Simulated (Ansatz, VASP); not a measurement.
Sb in VASP and in Ansatz

INCAR

```
PREC     = Accurate       # precision mode
ENCUT    = 520            # plane-wave cutoff, eV
EDIFF    = 1E-6           # SCF threshold, eV
ISMEAR   = -1             # smearing method
SIGMA    = 0.05           # smearing width, eV
LREAL    = F              # projectors in reciprocal space
LASPH    = T              # aspherical terms in the spheres
NELM     = 100            # most SCF steps
ALGO     = Normal         # electronic algorithm
ISIF     = 2              # what is computed and relaxed
LWAVE    = F              # write WAVECAR
LCHARG   = F              # write CHGCAR
GGA      = PS             # functional
NBANDS   = 8              # bands
```

Contents of KPOINTS:

```
Automatic mesh
0
Gamma
  12 12 12
```

The input POSCAR:

```
Sb
1.0
    0.0691500000      2.3395750000      2.3395750000
    2.3395750000      0.0691500000      2.3395750000
    2.3395750000      2.3395750000      0.0691500000
Sb
1
Direct
    0.0000000000      0.0000000000      0.0000000000
```

Input for Ansatz:

```yaml
crystal:
  lattice:
    - [0.06915, 2.339575, 2.339575]
    - [2.339575, 0.06915, 2.339575]
    - [2.339575, 2.339575, 0.06915]
  atoms:
    - { symbol: Sb, position: [0.0, 0.0, 0.0] }
kpoints:
  mp_grid: { grid: [12, 12, 12] }
  band_path:
    path:
      - [0.0, 0.0, 0.0]
      - [0.5, 0.5, 0.5]
      - [0.2428775097, 0.5, 0.7571224903]
      - [-0.2428775097, 0.2428775097, 0.5]
      - [0.0, 0.0, 0.5]
      - [0.0, 0.0, 0.0]
      - [-0.3714387548, 0.0, 0.3714387548]
      - [0.0, 0.3714387548, 0.6285612452]
      - [0.0, 0.5, 0.5]
    npoints: 5
scf:
  occupations: { method: fermi_dirac, width: 0.05 }
hamiltonian:
  xc: pbesol
  pseudopotentials: { kind: all_electron, lapw: { basis_error: 0.001 } }
output:
  forces: true
  stress: true
  eigenvalues: true
```

Change from the starting cell: equal xy, yz and zx shear strains of +3 %.

Alike in both runs: task single point; functional PBEsol; k mesh 12 × 12 × 12; occupations fermi-dirac, width 0.05 eV; no spin polarisation.

|  | VASP | Ansatz |
| --- | --- | --- |
| version | VASP 6.6.1 | Ansatz 0.2.0 |
| potentials or method | VASP PAW PBE potentials, release 64 (Sb), cutoff 520 eV | all-electron LAPW, scalar-relativistic |

Ansatz gave:

```
pressure (GPa)                                                : 5.7
traceless stress, the component that is largest in VASP (GPa) : -0.32
```

Which values does VASP return?

Pressure (GPa): 5.7; traceless stress, the component that is largest in VASP (GPa): -0.33.

VASP's potentials were made for PBE, not for PBEsol. Ansatz ran all-electron here, and VASP with PAW potentials.

Neither program's run includes spin-orbit coupling.
